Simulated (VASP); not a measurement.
# B (P6_3mc) in VASP: single point with PBE

Aim: the single point of B with PBE.

All numbers are computed with VASP 6.6.1; they aren't measurements. Logs are shortened: lines on timing, memory, paths and dates and some standing lists are left out, and cuts for length are marked.

### 1 The cell of the first run

The typed cell holds 12 atoms: a = 2.622 Å, b = 2.622 Å, c = 30.818 Å, α = 90.00°, β = 90.00°, γ = 120.00°.

### 2 Single point, PBE

Contents of INCAR:

```
SYSTEM = B
ALGO = Normal
EDIFF = 1E-6
ENCUT = 520
GGA = PE
ISIF = 2
ISMEAR = 0
LASPH = .True.
LCHARG = .False.
LREAL = .False.
LWAVE = .False.
NBANDS = 30
NELM = 80
PREC = Accurate
SIGMA = 0.1
```

Contents of KPOINTS:

```
k-points
0
Gamma
  6 6 1
  0 0 0
```

Contents of POSCAR:

```
B
1.0
    2.6216735650      0.0000000000      0.0000000000
   -1.3108367825      2.2704359077      0.0000000000
    0.0000000000      0.0000000000     30.8175653242
B
12
Direct
    0.6666666667      0.3333333333      0.9633049894
    0.6666666667      0.3333333333      0.4633056626
    0.6666666667      0.3333333333      0.7679572868
    0.6666666667      0.3333333333      0.2679573266
    0.0000000000      0.0000000000      0.6157376792
    0.3333333333      0.6666666667      0.2679572868
    0.0000000000      0.0000000000      0.1157376792
    0.6666666667      0.3333333333      0.6157370455
    0.3333333333      0.6666666667      0.7679573266
    0.3333333333      0.6666666667      0.1157370455
    0.3333333333      0.6666666667      0.4633049894
    0.3333333333      0.6666666667      0.9633056626
```

Potentials or basis: VASP PAW PBE potentials, release 64 (B).

On the command line:

```bash
cat potpaw_PBE.64/B/POTCAR > POTCAR
mpirun -np 1 vasp_std > vasp.out
```

OUTCAR:

```text
SYSTEM = B
   EDIFF = 1E-6
   ENCUT = 520
   GGA = PE
   ISIF = 2
   ISMEAR = 0
   LASPH = .True.
   LREAL = .False.
   NELM = 80
   PREC = Accurate

 ion  position               nearest neighbor table
   1  0.667  0.333  0.963-  12 1.51  12 1.51  12 1.51
   2  0.667  0.333  0.463-  11 1.51  11 1.51  11 1.51
   3  0.667  0.333  0.768-   9 1.51   9 1.51   9 1.51
   4  0.667  0.333  0.268-   6 1.51   6 1.51   6 1.51
   5  0.000  0.000  0.616-   8 1.51   8 1.51   8 1.51
   6  0.333  0.667  0.268-   4 1.51   4 1.51   4 1.51
   7  0.000  0.000  0.116-  10 1.51  10 1.51  10 1.51
   8  0.667  0.333  0.616-   5 1.51   5 1.51   5 1.51
   9  0.333  0.667  0.768-   3 1.51   3 1.51   3 1.51
  10  0.333  0.667  0.116-   7 1.51   7 1.51   7 1.51
  11  0.333  0.667  0.463-   2 1.51   2 1.51   2 1.51
  12  0.333  0.667  0.963-   1 1.51   1 1.51   1 1.51

  LATTYP: Found a hexagonal cell.
 ALAT       =     2.6216735650
 C/A-ratio  =    11.7549208779

  Lattice vectors:

 A1 = (   2.6216735650,   0.0000000000,   0.0000000000)
 A2 = (  -1.3108367825,   2.2704359077,   0.0000000000)
 A3 = (   0.0000000000,   0.0000000000,  30.8175653242)

Analysis of symmetry for initial positions (statically):
=====================================================================
 Subroutine PRICEL returns:
 Original cell was already a primitive cell.

 Routine SETGRP: Setting up the symmetry group for a
 hexagonal supercell.

 Subroutine GETGRP returns: Found 12 space group operations
 (whereof  6 operations were pure point group operations)
 out of a pool of 24 trial point group operations.

The static configuration has the point symmetry C_3v.
 The point group associated with its full space group is C_6v.

Analysis of symmetry for dynamics (positions and initial velocities):
=====================================================================
 Subroutine PRICEL returns:
 Original cell was already a primitive cell.

 Routine SETGRP: Setting up the symmetry group for a
 hexagonal supercell.

 Subroutine GETGRP returns: Found 12 space group operations
 (whereof  6 operations were pure point group operations)
 out of a pool of 24 trial point group operations.

The dynamic configuration has the point symmetry C_3v.
 The point group associated with its full space group is C_6v.

 Subroutine INISYM returns: Found 12 space group operations
 (whereof  6 operations are pure point group operations),
 and found     1 'primitive' translations

----------------------------------------------------------------------------------------

                                     Primitive cell

  volume of cell :     183.4367

  direct lattice vectors                    reciprocal lattice vectors
     2.621673565  0.000000000  0.000000000     0.381435741  0.220222028  0.000000000
    -1.310836783  2.270435908  0.000000000     0.000000000  0.440444056  0.000000000
     0.000000000  0.000000000 30.817565324     0.000000000  0.000000000  0.032449027

  length of vectors
     2.621673565  2.621673565 30.817565324     0.440444056  0.440444056  0.032449027

  position of ions in fractional coordinates (direct lattice)
     0.666666667  0.333333333  0.963304989
     0.666666667  0.333333333  0.463305663
     0.666666667  0.333333333  0.767957287
     0.666666667  0.333333333  0.267957327
     0.000000000  0.000000000  0.615737679
     0.333333333  0.666666667  0.267957287
     0.000000000  0.000000000  0.115737679
     0.666666667  0.333333333  0.615737045
     0.333333333  0.666666667  0.767957327
     0.333333333  0.666666667  0.115737045
     0.333333333  0.666666667  0.463304989
     0.333333333  0.666666667  0.963305663

  ion indices of the primitive-cell ions
   primitive index   ion index
                 1           1
                 2           2
                 3           3
                 4           4
                 5           5
                 6           6
                 7           7
                 8           8
                 9           9
                10          10
                11          11
                12          12

----------------------------------------------------------------------------------------

 KPOINTS: k-points

Automatic generation of k-mesh.
 Grid dimensions read from file:
 generate k-points for:    6    6    1

 Generating k-lattice:

  Cartesian coordinates                     Fractional coordinates (reciprocal lattice)
     0.063572624  0.036703671  0.000000000     0.166666667  0.000000000  0.000000000
     0.000000000  0.073407343  0.000000000     0.000000000  0.166666667  0.000000000
     0.000000000  0.000000000  0.032449027     0.000000000  0.000000000  1.000000000

  Length of vectors
     0.073407343  0.073407343  0.032449027

  Shift w.r.t. Gamma in fractional coordinates (k-lattice)
     0.000000000  0.000000000  0.000000000

 Subroutine IBZKPT returns following result:
 ===========================================

 Found      7 irreducible k-points:

 Following reciprocal coordinates:
            Coordinates               Weight
  0.000000  0.000000  0.000000      1.000000
  0.166667 -0.000000  0.000000      6.000000
  0.333333  0.000000  0.000000      6.000000
  0.500000 -0.000000  0.000000      3.000000
  0.166667  0.166667  0.000000      6.000000
  0.333333  0.166667  0.000000     12.000000
  0.333333  0.333333  0.000000      2.000000
   k-points           NKPTS =      7   k-points in BZ     NKDIM =      7   number of bands    NBANDS=     30
   number of dos      NEDOS =    301   number of ions     NIONS =     12
   total plane-waves  NPLWV =  96000
   dimension x,y,z NGX =    20 NGY =   20 NGZ =  240
   dimension x,y,z NGXF=    40 NGYF=   40 NGZF=  480
   ions per type =              12
   NGX,Y,Z   is equivalent  to a cutoff of  12.68, 12.68, 12.95 a.u.
   NGXF,Y,Z  is equivalent  to a cutoff of  25.36, 25.36, 25.89 a.u.
 SYSTEM =  B
   PREC   = accura    normal or accurate (medium, high low for compatibility)
   ISTART =      0    job   : 0-new  1-cont  2-samecut
   ICHARG =      2    charge: 1-file 2-atom 10-const
   ISPIN  =      1    spin polarized calculation?
   LNONCOLLINEAR =      F non collinear calculations
   LSORBIT =      F    spin-orbit coupling
   LASPH  =      T    aspherical Exc in radial PAW
   ENCUT  =  520.0 eV  38.22 Ry    6.18 a.u.   4.87  4.87 57.30*2*pi/ulx,y,z
   NELM   =     80;   NELMIN=  2; NELMDL= -5     # of ELM steps
   EDIFF  = 0.1E-05   stopping-criterion for ELM
   LREAL  =      F    real-space projection
   EDIFFG = 0.1E-04   stopping-criterion for IOM
   NSW    =      0    number of steps for IOM
   IBRION =     -1    ionic relax: 0-MD 1-quasi-New 2-CG
   NFREE  =      0    steps in history (QN), initial steepest desc. (CG)
   ISIF   =      2    stress and relaxation
   ISYM   =      2    0-nonsym 1-usesym 2-fastsym
   POTIM  = 0.5000    time-step for ionic-motion
   TEBEG  =    0.0;   TEEND  =   0.0 temperature during run
   PSTRESS=    0.0 pullay stress
   NELECT =      36.0000    total number of electrons
   NUPDOWN=      -1.0000    fix difference up-down
   EMIN   =  10.00;   EMAX   =-10.00  energy-range for DOS
   EFERMI =   0.00;   METHOD = LEGACY
   ISMEAR =     0;   SIGMA  =   0.10  broadening in eV -4-tet -1-fermi 0-gaus
   EFERMI_NEDOS =   21; number of points for ismear=-14 and -15
   IALGO  =     38    algorithm
   IMIX   =      4    mixing-type and parameters
     AMIX     =   0.40;   BMIX     =  1.00
     AMIX_MAG =   1.60;   BMIX_MAG =  1.00
  volume/ion in A,a.u.               =      15.29       103.16
  Fermi-wavevector in a.u.,A,eV,Ry     =   0.951364  1.797818 12.314557  0.905094
  Thomas-Fermi vector in A             =   2.079828
   LORBIT       =      0    0 simple, 1 ext, 2 COOP (PROOUT), +10 PAW based schemes
   GGA     = PE    functional components
   LHFCALC =     F    Hartree Fock is set to
   AEXX    =    0.0000 exact exchange contribution
   IVDW    =     0    specifies the selected vdW correction
   LEPSILON=     F    determine dielectric tensor
   LRPA    =     F    only Hartree local field effects (RPA)
 non-spin polarized calculation
 Gauss-broadening in eV      SIGMA  =   0.10
  energy-cutoff  :      520.00
  volume of cell :      183.44
 maximum number of plane-waves:      5019
 NGX is ok and might be reduce to    20
   NGX =  9   NGY =  9   NGZ =115

 number of electron      35.9999999 magnetization

 Free energy of the ion-electron system (eV)
  ---------------------------------------------------
  ext. energy  EPLUGINS =         0.00000000
  ---------------------------------------------------
  free energy    TOTEN  =       -59.68408683 eV

  energy without entropy =      -59.64875908  energy(sigma->0) =      -59.66642296

 E-fermi :  -0.9746     XC(G=0):  -7.2734

 val. band max:       -1.3294296474   @ k =   0.3333   0.0000   0.0000
 cond. band min:      -0.9080794132   @ k =   0.3333   0.0000   0.0000
 fundamental gap:      0.4213502342
 Fermi energy:        -0.9746307577

 k-point     1 :       0.0000    0.0000    0.0000
  band No.  band energies     occupation
      1     -12.4587      2.00000
      2     -12.4578      2.00000
      3     -12.4386      2.00000
      4     -12.4367      2.00000
      5     -12.4194      2.00000
      6     -12.4184      2.00000
[... 22 lines left out ...]
     29       5.4883      0.00000
     30       6.3353      0.00000

 k-point     2 :       0.1667   -0.0000    0.0000
  band No.  band energies     occupation
      1     -11.8914      2.00000
      2     -11.8906      2.00000
      3     -11.8725      2.00000
      4     -11.8707      2.00000
      5     -11.8545      2.00000
      6     -11.8536      2.00000
[... 157 lines left out ...]
 k-point     7 :       0.3333    0.3333    0.0000
  band No.  band energies     occupation
      1      -6.0457      2.00000
      2      -6.0457      2.00000
      3      -6.0444      2.00000
      4      -6.0440      2.00000
      5      -6.0437      2.00000
      6      -6.0432      2.00000
[... 22 lines left out ...]
     29       3.1948      0.00000
     30       3.1948      0.00000

------------------------ aborting loop because EDIFF is reached ----------------------------------------

  FORCE on cell =-STRESS in cart. coord.  units (eV):
  Direction    XX          YY          ZZ          XY          YZ          ZX
  --------------------------------------------------------------------------------------
  -------------------------------------------------------------------------------------
  Total       56.0964449     56.0964449      0.0786827      0.0000000      0.0000000      0.0000000
  in kB      489.9589945    489.9589945      0.6872325      0.0000000      0.0000000      0.0000000
  external PRESSURE =     326.8684071 kB  Pullay stress =       0.0000000 kB

 VOLUME and BASIS-vectors are now :
 -----------------------------------------------------------------------------
  energy-cutoff  :      520.00
  volume of cell :      183.44
      direct lattice vectors                 reciprocal lattice vectors
     2.621673565  0.000000000  0.000000000     0.381435741  0.220222028  0.000000000
    -1.310836783  2.270435908  0.000000000     0.000000000  0.440444056  0.000000000
     0.000000000  0.000000000 30.817565324     0.000000000  0.000000000  0.032449027

 POSITION                                       TOTAL-FORCE (eV/Angst)
 -----------------------------------------------------------------------------------
      1.31084      0.75681     29.68671        -0.000000     -0.000000     -0.004398
      1.31084      0.75681     14.27795        -0.000000      0.000000     -0.004567
      1.31084      0.75681     23.66657        -0.000000      0.000000      0.004704
      1.31084      0.75681      8.25779        -0.000000      0.000000      0.004416
      0.00000      0.00000     18.97554        -0.000000     -0.000000     -0.000019
     -0.00000      1.51362      8.25779         0.000000     -0.000000      0.004704
      0.00000      0.00000      3.56675        -0.000000      0.000000     -0.000019
      1.31084      0.75681     18.97552        -0.000000     -0.000000     -0.000136
     -0.00000      1.51362     23.66658         0.000000     -0.000000      0.004416
     -0.00000      1.51362      3.56673         0.000000      0.000000     -0.000136
     -0.00000      1.51362     14.27793         0.000000      0.000000     -0.004398
     -0.00000      1.51362     29.68674         0.000000     -0.000000     -0.004567
 -----------------------------------------------------------------------------------
    total drift:                                0.000000      0.000000      0.000015

  FREE ENERGIE OF THE ION-ELECTRON SYSTEM (eV)
  ---------------------------------------------------
  free  energy   TOTEN  =       -59.6840868334 eV

  energy  without entropy=      -59.6487590849  energy(sigma->0) =      -59.66642296
```

Run time: 42 s. Hardware: 1 thread of Intel Xeon Platinum 8488C (Sapphire Rapids), shared host; peak memory 0.28 GiB.

What came out:

| Quantity | Value |
| --- | --- |
| Free energy | -59.6841 eV |
| Pressure | 32.7 GPa |
| Largest force | 0.005 eV/Å |
| Band gap on the k mesh | zero (band 18 reaches 1.89 eV, above the bottom of band 19 at -1.59 eV) |

Forces on the atoms (eV/Å):
```
B    0.000  0.000 -0.004
B    0.000  0.000 -0.005
B    0.000  0.000  0.005
B    0.000  0.000  0.004
B    0.000  0.000  0.000
B    0.000  0.000  0.005
B    0.000  0.000  0.000
B    0.000  0.000  0.000
B    0.000  0.000  0.004
B    0.000  0.000  0.000
B    0.000  0.000 -0.004
B    0.000  0.000 -0.005
```

Caveat: the k points lie up to 0.46 Å⁻¹ apart.
